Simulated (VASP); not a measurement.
Input of a VASP 6.6.1 run:

POSCAR

```
MgS
1.0
    0.0000000000      2.6015179373      2.6015179373
    2.6015179373      0.0000000000      2.6015179373
    2.6015179373      2.6015179373      0.0000000000
Mg S
1 1
Direct
    0.0000000000      0.0000000000      0.0000000000
    0.5000000000      0.5000000000      0.5000000000
```

INCAR.step1

```
SYSTEM = MgS
ALGO = Normal
EDIFF = 1E-5
ENCUT = 520
GGA = PE
ISIF = 2
ISMEAR = 0
LASPH = .TRUE.
LCHARG = .FALSE.
LREAL = .FALSE.
LWAVE = .TRUE.
NBANDS = 11
NELM = 60
PREC = Accurate
SIGMA = 0.01
```

INCAR.step2

```
SYSTEM = MgS
AEXX = 0.15
ALGO = Normal
EDIFF = 1E-7
ENCUT = 520
GGA = PE
HFSCREEN = 0.3
ISIF = 2
ISMEAR = 0
ISTART = 1
LASPH = .TRUE.
LCHARG = .FALSE.
LHFCALC = .TRUE.
LREAL = .FALSE.
LWAVE = .FALSE.
NBANDS = 11
NELM = 60
PREC = Accurate
PRECFOCK = Normal
SIGMA = 0.01
```

Contents of KPOINTS:

```
k-points
0
G
  4 4 4
  0 0 0
```

Potentials or basis: VASP PAW PBE potentials, release 64 (Mg, S).

Launch:

```sh
$ cat potpaw_PBE.64/Mg/POTCAR potpaw_PBE.64/S/POTCAR > POTCAR
$ cp INCAR.step1 INCAR
$ mpirun -np 1 vasp_std > vasp.out
$ cp INCAR.step2 INCAR
$ mpirun -np 1 vasp_std > vasp.out
```

**Question.** Estimate the band gap on the k mesh.

**Answer.** 3.21 eV, indirect (least direct gap 4.23 eV).

**Question.** Predict the pressure.

**Answer.** 0.4 GPa.

Caveat: the k points lie up to 0.52 Å⁻¹ apart; the PAW data sets were made with another functional, which shifts forces and pressure a little. A k mesh can miss the band edges.
